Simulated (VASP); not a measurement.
Write the native input for VASP 6.6.1 that does the following.

| Property | Result |
| --- | --- |
| Task | single point |
| Functional | PBE |
| Potentials or basis | VASP PAW PBE potentials, release 64 (B, As) |
| Cutoff | 520 eV |
| k mesh | 10 × 10 × 10 |
| Occupations | gaussian, width 0.02 eV |
| Spin | no spin polarisation |
| Dipole correction | no |
| Further INCAR settings | ALGO = Normal; EDIFF = 1e-06; NBANDS = 11 |

The structure of BAs lies in POSCAR:

```
BAs
1.0
    0.0000000000      2.3801600475      2.3801600475
    2.3801600475      0.0000000000      2.3801600475
    2.3801600475      2.3801600475      0.0000000000
B As
1 1
Direct
    0.2500000000      0.2500000000      0.2500000000
    0.5000000000      0.5000000000      0.5000000000
```

The input as run:

INCAR

```
  PREC = Accurate
  ENCUT = 520
  EDIFF = 1E-6
  ISMEAR = 0
  SIGMA = 0.02
  LREAL = False
  LASPH = True
  NELM = 100
  ALGO = Normal
  ISIF = 2
  LWAVE = False
  LCHARG = True
  GGA = PE
  LELF = True
  LVHAR = True
  NBANDS = 11
```

KPOINTS

```
regular mesh
0
Gamma
  10 10 10
```

Potentials or basis: VASP PAW PBE potentials, release 64 (B, As).

The run is started by

```console
$ cat potpaw_PBE.64/B/POTCAR potpaw_PBE.64/As/POTCAR > POTCAR
$ mpirun -np 1 vasp_std > vasp.out
```

Results of the run:

| Property | Result |
| --- | --- |
| Pressure | 5.0 GPa |
| Band gap on the k mesh | 1.16 eV (least direct gap 3.29 eV) |

Caveat: the cell stands under pressure.

It took 20 s on 1 thread of Intel(R) Xeon(R) Platinum 8259CL CPU @ 2.50GHz (Skylake/Cascade Lake) (shared host), peak memory 0.16 GiB.
